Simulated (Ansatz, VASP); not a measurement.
**TePb in VASP and in Ansatz**

INCAR

```
ALGO     = Normal         # electronic algorithm
EDIFF    = 1E-6           # SCF threshold, eV
ENCUT    = 520            # plane-wave cutoff, eV
GGA      = CA             # functional
ISIF     = 2              # what is computed and relaxed
ISMEAR   = 0              # smearing method
LASPH    = T              # aspherical terms in the spheres
LCHARG   = F              # write CHGCAR
LREAL    = F              # projectors in reciprocal space
LWAVE    = F              # write WAVECAR
NBANDS   = 17             # bands
NELM     = 60             # most SCF steps
PREC     = Accurate       # precision mode
SIGMA    = 0.01           # smearing width, eV
```

The input KPOINTS:

```
k-points
0
Gamma
  6 6 6
```

The input POSCAR:

```
TePb
1.0
    0.0000000000      3.6414940711      3.6414940711
    3.6414940711      0.0000000000      3.6414940711
    3.6414940711      3.6414940711      0.0000000000
Pb Te
1 1
Direct
    0.0000000000      0.0000000000      0.0000000000
    0.2500000000      0.2500000000      0.2500000000
```

Input for Ansatz:

```yaml
crystal:
  lattice:
    - [0.0, 3.6414940711, 3.6414940711]
    - [3.6414940711, 0.0, 3.6414940711]
    - [3.6414940711, 3.6414940711, 0.0]
  atoms:
    - { symbol: Pb, position: [0.0, 0.0, 0.0] }
    - { symbol: Te, position: [0.25, 0.25, 0.25] }
kpoints:
  mp_grid: { grid: [6, 6, 6] }
  band_path:
    path:
      - [0.0, 0.0, 0.0]
      - [-0.5, -0.5, 0.0]
      - [-0.375, -0.375, 0.25]
      - [-0.375, 0.0, 0.375]
      - [0.0, 0.0, 0.5]
      - [-0.5, -0.25, 0.25]
      - [0.25, -0.5, -0.25]
      - [0.0, 0.5, 0.5]
    npoints: 1
hamiltonian:
  xc: lda
scf:
  occupations: { method: fixed }
  n_extra_bands: 4
output:
  forces: true
  stress: true
  eigenvalues: true
  write_density: true
  write_potential: true
  elf: true
  volumetric_format: npy
```

Alike in both runs: task single point; functional LDA; k mesh 6 × 6 × 6; no spin polarisation.

|  | VASP | Ansatz |
| --- | --- | --- |
| version | VASP 6.6.1 | Ansatz 0.2.0 |
| potentials or method | VASP PAW LDA potentials, release 64 (Pb_d, Te) | plane waves, PAW |
| plane-wave cutoff (eV) | 520 | 420 |
| occupations | gaussian, width 0.01 eV | fixed |
| valence electrons in the cell | 20 | 30 |

```tsv
	VASP	Ansatz	Ansatz less VASP
gap on the k mesh at the Fermi level (eV)	0.60	0.62	+0.011
pressure (GPa)	-1.7	-1.7	-0.04
```

LDA's correlation is that of Perdew and Zunger in VASP and of Perdew and Wang (1992) in Ansatz. VASP's potentials hold 20 valence electrons a cell and Ansatz's 30, so a difference there can come from the potentials and not from the codes.

Neither program's run includes spin-orbit coupling.
